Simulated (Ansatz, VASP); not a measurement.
Given: the input of a run of VASP 6.6.1 on As.

File INCAR:

```
SYSTEM = As
PREC = Accurate
ENCUT = 520
EDIFF = 1E-6
ISMEAR = -1
SIGMA = 0.05
LREAL = .False.
LASPH = .True.
NELM = 60
ALGO = Normal
ISIF = 2
LWAVE = .False.
LCHARG = .True.
GGA = PS
LELF = .True.
LVHAR = .True.
NBANDS = 8
```

File KPOINTS:

```
Automatic mesh
0
Gamma
  8 8 8
  0 0 0
```

Contents of POSCAR:

```
As
1.0
    2.8118290142      0.0000000000      0.0000000000
    0.0000000000      2.8118290142      0.0000000000
    0.0000000000      0.0000000000      2.7036817444
As
1
Direct
    0.5000000000      0.5000000000      0.5000000000
```

Potentials or basis: VASP PAW PBE potentials, release 64 (As).

Run with:

```console
$ cat potpaw_PBE.64/As/POTCAR > POTCAR
$ mpirun -np 1 vasp_std > vasp.out
```

Q: Set up the same calculation for Ansatz 0.2.0. Potentials there: Ansatz PAW.

A: As run (the cutoff follows the program's own potentials):

File input.yaml:

```yaml
crystal:
  lattice:
    - [2.8118290142, 0.0, 0.0]
    - [0.0, 2.8118290142, 0.0]
    - [0.0, 0.0, 2.7036817444]
  atoms:
    - { symbol: As, position: [0.5, 0.5, 0.5] }
hamiltonian:
  xc: pbesol
  pseudopotentials: { kind: paw }
kpoints:
  mp_grid: { grid: [8, 8, 8] }
scf:
  occupations: { method: fermi_dirac, width: 0.05 }
output:
  forces: true
  stress: true
  eigenvalues: true
```

Potentials or basis: Ansatz PAW.

Launch:

```console
$ ansatz run input.yaml --threads 2 --pin off --max-ram 5632MiB --backend cpu --events-out ev --progress --plain --runs-dir out
```

Both were run:

|  | VASP | Ansatz | Ansatz less VASP |
| --- | --- | --- | --- |
| gap on the k mesh at the Fermi level (eV) | none | none | - |
| pressure (GPa) | -6.1 | -6.3 | -0.18 |
| traceless stress, the component that is largest in VASP (GPa) | 2.91 | 2.86 | -0.057 |

VASP's potentials were made for PBE, not for PBEsol. A gap of «none» marks a metal or a gap that the smearing closes. VASP's potentials hold 5 valence electrons a cell and Ansatz's 15, so a difference there can come from the potentials and not from the codes.
